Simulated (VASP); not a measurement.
# Bi2S3 (Pnma) in VASP: single point with PBE

Aim: the single point of Bi2S3 with PBE.

All numbers are computed with VASP 6.6.1; they aren't measurements. Logs are shortened: lines on timing, memory, paths and dates and some standing lists are left out, and cuts for length are marked.

## 1. The cell of the first run

Symmetry: Pnma, No. 62, orthorhombic system. The conventional cell has a = 11.354 Å, b = 3.991 Å, c = 11.188 Å, α = 90.00°, β = 90.00°, γ = 90.00°. Within 3.6 Å of Bi (site symmetry m) lie 7 S at 2.70 to 3.39 Å. Within 3.5 Å of Bi (site symmetry m) lie 7 S at 2.63 to 3.32 Å. S (site symmetry m) has 4 Bi at 2.73 to 3.39 Å and 5 S at 3.34 to 3.68 Å within 3.7 Å. S (site symmetry m) has 5 Bi at 2.63 to 3.05 Å within 3.5 Å. Within 4.1 Å of S (site symmetry m) lie 5 Bi at 2.70 to 3.32 Å and 9 S at 3.34 to 4.02 Å.

## 2. Single point, PBE

INCAR reads:

```
PREC = Accurate ; ENCUT = 520
EDIFF = 1E-6 ; ISMEAR = -1
SIGMA = 0.02 ; LREAL = Auto
LASPH = True ; NELM = 60
ALGO = Normal ; ISIF = 2
LWAVE = False ; LCHARG = False
GGA = PE ; NBANDS = 112
```

KPOINTS reads:

```
regular mesh
0
Gamma
  3 7 3
```

POSCAR reads:

```
Bi2S3
1.0
   11.3540000000      0.0000000000      0.0000000000
    0.0000000000      3.9911000000      0.0000000000
    0.0000000000      0.0000000000     11.1880000000
Bi S
8 12
Direct
    0.4867717999      0.2500000000      0.3251417840
    0.0132282001      0.7500000000      0.8251417840
    0.9867717999      0.2500000000      0.1748582160
    0.5132282001      0.7500000000      0.6748582160
    0.3388136747      0.7500000000      0.0321544225
    0.1611863253      0.2500000000      0.5321544225
    0.8388136747      0.7500000000      0.4678455775
    0.6611863253      0.2500000000      0.9678455775
    0.2845655825      0.2500000000      0.1923495128
    0.2154344175      0.7500000000      0.6923495128
    0.7845655825      0.2500000000      0.3076504872
    0.7154344175      0.7500000000      0.8076504872
    0.5497041869      0.7500000000      0.1292867271
    0.9502958131      0.2500000000      0.6292867271
    0.0497041869      0.7500000000      0.3707132729
    0.4502958131      0.2500000000      0.8707132729
    0.3778669699      0.7500000000      0.4438464837
    0.1221330301      0.2500000000      0.9438464837
    0.8778669699      0.7500000000      0.0561535163
    0.6221330301      0.2500000000      0.5561535163
```

Potentials or basis: VASP PAW PBE potentials, release 64 (Bi_d, S).

Command:

```bash
$ cat potpaw_PBE.64/Bi_d/POTCAR potpaw_PBE.64/S/POTCAR > POTCAR
$ mpirun -np 1 vasp_std > vasp.out
```

OUTCAR:

```text
PREC = Accurate
   ENCUT = 520
   EDIFF = 1E-6
   ISMEAR = -1
   LREAL = Auto
   LASPH = True
   NELM = 60
   ISIF = 2
   GGA = PE

 ion  position               nearest neighbor table
   1  0.487  0.250  0.325-  17 2.70  17 2.70   9 2.73  20 3.01  13 3.05  13 3.05
   2  0.013  0.750  0.825-  18 2.70  18 2.70  10 2.73  19 3.01  14 3.05  14 3.05
   3  0.987  0.250  0.175-  19 2.70  19 2.70  11 2.73  18 3.01  15 3.05  15 3.05
   4  0.513  0.750  0.675-  20 2.70  20 2.70  12 2.73  17 3.01  16 3.05  16 3.05
   5  0.339  0.750  0.032-  13 2.63   9 2.75   9 2.75  16 2.97  16 2.97  18 3.32  18 3.32
   6  0.161  0.250  0.532-  14 2.63  10 2.75  10 2.75  15 2.97  15 2.97  17 3.32  17 3.32
   7  0.839  0.750  0.468-  15 2.63  11 2.75  11 2.75  14 2.97  14 2.97  20 3.32  20 3.32
   8  0.661  0.250  0.968-  16 2.63  12 2.75  12 2.75  13 2.97  13 2.97  19 3.32  19 3.32
   9  0.285  0.250  0.192-   1 2.73   5 2.75   5 2.75
  10  0.215  0.750  0.692-   2 2.73   6 2.75   6 2.75
  11  0.785  0.250  0.308-   3 2.73   7 2.75   7 2.75
  12  0.715  0.750  0.808-   4 2.73   8 2.75   8 2.75
  13  0.550  0.750  0.129-   5 2.63   8 2.97   8 2.97   1 3.05   1 3.05
  14  0.950  0.250  0.629-   6 2.63   7 2.97   7 2.97   2 3.05   2 3.05
  15  0.050  0.750  0.371-   7 2.63   6 2.97   6 2.97   3 3.05   3 3.05
  16  0.450  0.250  0.871-   8 2.63   5 2.97   5 2.97   4 3.05   4 3.05
  17  0.378  0.750  0.444-   1 2.70   1 2.70   4 3.01   6 3.32   6 3.32
  18  0.122  0.250  0.944-   2 2.70   2 2.70   3 3.01   5 3.32   5 3.32
  19  0.878  0.750  0.056-   3 2.70   3 2.70   2 3.01   8 3.32   8 3.32
  20  0.622  0.250  0.556-   4 2.70   4 2.70   1 3.01   7 3.32   7 3.32

  LATTYP: Found a simple orthorhombic cell.
 ALAT       =     3.9911000000
 B/A-ratio  =     2.8032372028
 C/A-ratio  =     2.8448297462

  Lattice vectors:

 A1 = (   0.0000000000,   3.9911000000,   0.0000000000)
 A2 = (   0.0000000000,   0.0000000000,  11.1880000000)
 A3 = (  11.3540000000,   0.0000000000,   0.0000000000)

Analysis of symmetry for initial positions (statically):
=====================================================================
 Subroutine PRICEL returns:
 Original cell was already a primitive cell.

 Routine SETGRP: Setting up the symmetry group for a
 simple orthorhombic supercell.

 Subroutine GETGRP returns: Found  8 space group operations
 (whereof  2 operations were pure point group operations)
 out of a pool of  8 trial point group operations.

The static configuration has the point symmetry S_2 .
 The point group associated with its full space group is D_2h.

Analysis of symmetry for dynamics (positions and initial velocities):
=====================================================================
 Subroutine PRICEL returns:
 Original cell was already a primitive cell.

 Routine SETGRP: Setting up the symmetry group for a
 simple orthorhombic supercell.

 Subroutine GETGRP returns: Found  8 space group operations
 (whereof  2 operations were pure point group operations)
 out of a pool of  8 trial point group operations.

The dynamic configuration has the point symmetry S_2 .
 The point group associated with its full space group is D_2h.

 Subroutine INISYM returns: Found  8 space group operations
 (whereof  2 operations are pure point group operations),
 and found     1 'primitive' translations

----------------------------------------------------------------------------------------

                                     Primitive cell

  volume of cell :     506.9837

  direct lattice vectors                    reciprocal lattice vectors
    11.354000000  0.000000000  0.000000000     0.088074687  0.000000000  0.000000000
     0.000000000  3.991100000  0.000000000     0.000000000  0.250557490  0.000000000
     0.000000000  0.000000000 11.188000000     0.000000000  0.000000000  0.089381480

  length of vectors
    11.354000000  3.991100000 11.188000000     0.088074687  0.250557490  0.089381480

  position of ions in fractional coordinates (direct lattice)
     0.486771800  0.250000000  0.325141784
     0.013228200  0.750000000  0.825141784
     0.986771800  0.250000000  0.174858216
     0.513228200  0.750000000  0.674858216
     0.338813675  0.750000000  0.032154422
     0.161186325  0.250000000  0.532154422
[... 12 lines left out ...]
     0.877866970  0.750000000  0.056153516
     0.622133030  0.250000000  0.556153516

  ion indices of the primitive-cell ions
   primitive index   ion index
                 1           1
                 2           2
                 3           3
                 4           4
                 5           5
                 6           6
[... 12 lines left out ...]
                19          19
                20          20

----------------------------------------------------------------------------------------

 KPOINTS: regular mesh

Automatic generation of k-mesh.
 Grid dimensions read from file:
 generate k-points for:    3    7    3

 Generating k-lattice:

  Cartesian coordinates                     Fractional coordinates (reciprocal lattice)
     0.029358229  0.000000000  0.000000000     0.333333333  0.000000000  0.000000000
     0.000000000  0.035793927  0.000000000     0.000000000  0.142857143  0.000000000
     0.000000000  0.000000000  0.029793827     0.000000000  0.000000000  0.333333333

  Length of vectors
     0.029358229  0.035793927  0.029793827

  Shift w.r.t. Gamma in fractional coordinates (k-lattice)
     0.000000000  0.000000000  0.000000000

 Subroutine IBZKPT returns following result:
 ===========================================

 Found     16 irreducible k-points:

 Following reciprocal coordinates:
            Coordinates               Weight
  0.000000  0.000000  0.000000      1.000000
  0.333333  0.000000  0.000000      2.000000
  0.000000  0.142857  0.000000      2.000000
  0.333333  0.142857  0.000000      4.000000
  0.000000  0.285714  0.000000      2.000000
  0.333333  0.285714  0.000000      4.000000
[... 8 lines left out ...]
  0.000000  0.428571  0.333333      4.000000
  0.333333  0.428571  0.333333      8.000000
   k-points           NKPTS =     16   k-points in BZ     NKDIM =     16   number of bands    NBANDS=    112
   number of dos      NEDOS =    301   number of ions     NIONS =     20
   total plane-waves  NPLWV = 211680
   dimension x,y,z NGX =    84 NGY =   30 NGZ =   84
   dimension x,y,z NGXF=   168 NGYF=   60 NGZF=  168
   ions per type =               8  12
   NGX,Y,Z   is equivalent  to a cutoff of  12.30, 12.50, 12.48 a.u.
   NGXF,Y,Z  is equivalent  to a cutoff of  24.60, 24.99, 24.96 a.u.
 SYSTEM =  unknown system
   PREC   = accura    normal or accurate (medium, high low for compatibility)
   ISTART =      0    job   : 0-new  1-cont  2-samecut
   ICHARG =      2    charge: 1-file 2-atom 10-const
   ISPIN  =      1    spin polarized calculation?
   LNONCOLLINEAR =      F non collinear calculations
   LSORBIT =      F    spin-orbit coupling
   LASPH  =      T    aspherical Exc in radial PAW
   ENCUT  =  520.0 eV  38.22 Ry    6.18 a.u.  21.11  7.42 20.80*2*pi/ulx,y,z
   NELM   =     60;   NELMIN=  2; NELMDL= -5     # of ELM steps
   EDIFF  = 0.1E-05   stopping-criterion for ELM
   LREAL  =      T    real-space projection
   EDIFFG = 0.1E-04   stopping-criterion for IOM
   NSW    =      0    number of steps for IOM
[... 5 lines left out ...]
   TEBEG  =    0.0;   TEEND  =   0.0 temperature during run
   PSTRESS=    0.0 pullay stress
   NELECT =     192.0000    total number of electrons
   NUPDOWN=      -1.0000    fix difference up-down
   EMIN   =  10.00;   EMAX   =-10.00  energy-range for DOS
   EFERMI =   0.00;   METHOD = LEGACY
   ISMEAR =    -1;   SIGMA  =   0.02  broadening in eV -4-tet -1-fermi 0-gaus
   EFERMI_NEDOS =   21; number of points for ismear=-14 and -15
   IALGO  =     38    algorithm
   IMIX   =      4    mixing-type and parameters
     AMIX     =   0.40;   BMIX     =  1.00
     AMIX_MAG =   1.60;   BMIX_MAG =  1.00
  volume/ion in A,a.u.               =      25.35       171.06
  Fermi-wavevector in a.u.,A,eV,Ry     =   1.184433  2.238254 19.087370  1.402882
  Thomas-Fermi vector in A             =   2.320648
   LORBIT       =      0    0 simple, 1 ext, 2 COOP (PROOUT), +10 PAW based schemes
   GGA     = PE    functional components
   LHFCALC =     F    Hartree Fock is set to
   AEXX    =    0.0000 exact exchange contribution
   IVDW    =     0    specifies the selected vdW correction
   LEPSILON=     F    determine dielectric tensor
   LRPA    =     F    only Hartree local field effects (RPA)
 non-spin polarized calculation
  energy-cutoff  :      520.00
  volume of cell :      506.98
 maximum number of plane-waves:     13701
   NGX = 43   NGY = 15   NGZ = 41

 number of electron     192.0000015 magnetization

 Free energy of the ion-electron system (eV)
  ---------------------------------------------------
  ext. energy  EPLUGINS =         0.00000000
  ---------------------------------------------------
  free energy    TOTEN  =       -87.55232032 eV

  energy without entropy =      -87.55232032  energy(sigma->0) =      -87.55232032

 E-fermi :   5.5543     XC(G=0):  -9.6639

 val. band max:        5.1359133386   @ k =   0.3333   0.0000   0.0000
 cond. band min:       6.5047936293   @ k =   0.0000   0.0000   0.0000
 fundamental gap:      1.3688802907
 Fermi energy:         5.5542690894

 k-point     1 :       0.0000    0.0000    0.0000
  band No.  band energies     occupation
      1     -17.4316      2.00000
      2     -17.4305      2.00000
      3     -17.4274      2.00000
      4     -17.4272      2.00000
      5     -17.4192      2.00000
      6     -17.4169      2.00000
[... 100 lines left out ...]
    107       8.1415      0.00000
    108       8.4575      0.00000

 k-point     2 :       0.3333    0.0000    0.0000
  band No.  band energies     occupation
      1     -17.4314      2.00000
      2     -17.4308      2.00000
      3     -17.4273      2.00000
      4     -17.4272      2.00000
      5     -17.4188      2.00000
      6     -17.4178      2.00000
[... 1546 lines left out ...]
 k-point    16 :       0.3333    0.4286    0.3333
  band No.  band energies     occupation
      1     -17.4344      2.00000
      2     -17.4343      2.00000
      3     -17.4331      2.00000
      4     -17.4331      2.00000
      5     -17.4164      2.00000
      6     -17.4162      2.00000
[... 100 lines left out ...]
    107       8.7479      0.00000
    108       8.8737      0.00000
 [bands above 108 left out]

------------------------ aborting loop because EDIFF is reached ----------------------------------------

  FORCE on cell =-STRESS in cart. coord.  units (eV):
  Direction    XX          YY          ZZ          XY          YZ          ZX
  --------------------------------------------------------------------------------------
  -------------------------------------------------------------------------------------
  Total        3.6489754      3.6322193      2.0146458      0.0000000      0.0000000      0.0000000
  in kB       11.5315466     11.4785939      6.3667139      0.0000000      0.0000000      0.0000000
  external PRESSURE =       9.7922848 kB  Pullay stress =       0.0000000 kB

 VOLUME and BASIS-vectors are now :
 -----------------------------------------------------------------------------
  energy-cutoff  :      520.00
  volume of cell :      506.98
      direct lattice vectors                 reciprocal lattice vectors
    11.354000000  0.000000000  0.000000000     0.088074687  0.000000000  0.000000000
     0.000000000  3.991100000  0.000000000     0.000000000  0.250557490  0.000000000
     0.000000000  0.000000000 11.188000000     0.000000000  0.000000000  0.089381480

 POSITION                                       TOTAL-FORCE (eV/Angst)
 -----------------------------------------------------------------------------------
      5.52681      0.99777      3.63769         0.007337     -0.000000     -0.001937
      0.15019      2.99333      9.23169        -0.007337     -0.000000     -0.001937
     11.20381      0.99777      1.95631         0.007337      0.000000      0.001937
      5.82719      2.99333      7.55031        -0.007337      0.000000      0.001937
      3.84689      2.99333      0.35974         0.000411     -0.000000     -0.000304
      1.83011      0.99777      5.95374        -0.000411     -0.000000     -0.000304
[... 12 lines left out ...]
      9.96730      2.99333      0.62825         0.000227      0.000000      0.002069
      7.06370      0.99777      6.22225        -0.000227      0.000000      0.002069
 -----------------------------------------------------------------------------------
    total drift:                                0.000000      0.000000      0.000000

  FREE ENERGIE OF THE ION-ELECTRON SYSTEM (eV)
  ---------------------------------------------------
  free  energy   TOTEN  =       -87.5523203178 eV

  energy  without entropy=      -87.5523203178  energy(sigma->0) =      -87.55232032
```

Run time: 24 min. Hardware: 1 thread of Oxide Virtual Turin-like, shared host; peak memory 0.78 GiB.

What came out:

```yaml
Free_energy: -87.5523 eV
Pressure: 1.0 GPa
Largest_force: 0.008 eV/Å
Band_gap_on_the_k_mesh: 1.37 eV (least direct gap 1.49 eV)
```

Forces in eV/Å, atoms in the order of the input:
```
Bi   0.007  0.000 -0.002
Bi  -0.007  0.000 -0.002
Bi   0.007  0.000  0.002
Bi  -0.007  0.000  0.002
Bi   0.000  0.000  0.000
Bi   0.000  0.000  0.000
Bi   0.000  0.000  0.000
Bi   0.000  0.000  0.000
S    0.000  0.000  0.001
S    0.000  0.000  0.001
S    0.000  0.000 -0.001
S    0.000  0.000 -0.001
S   -0.002  0.000  0.000
S    0.002  0.000  0.000
S   -0.002  0.000  0.000
S    0.002  0.000  0.000
S    0.000  0.000 -0.002
S    0.000  0.000 -0.002
S    0.000  0.000  0.002
S    0.000  0.000  0.002
```

Caveat: spin-orbit coupling is left out, which moves the levels of the heavy elements; an odd mesh through Γ misses points on the zone boundary, where band edges can lie.
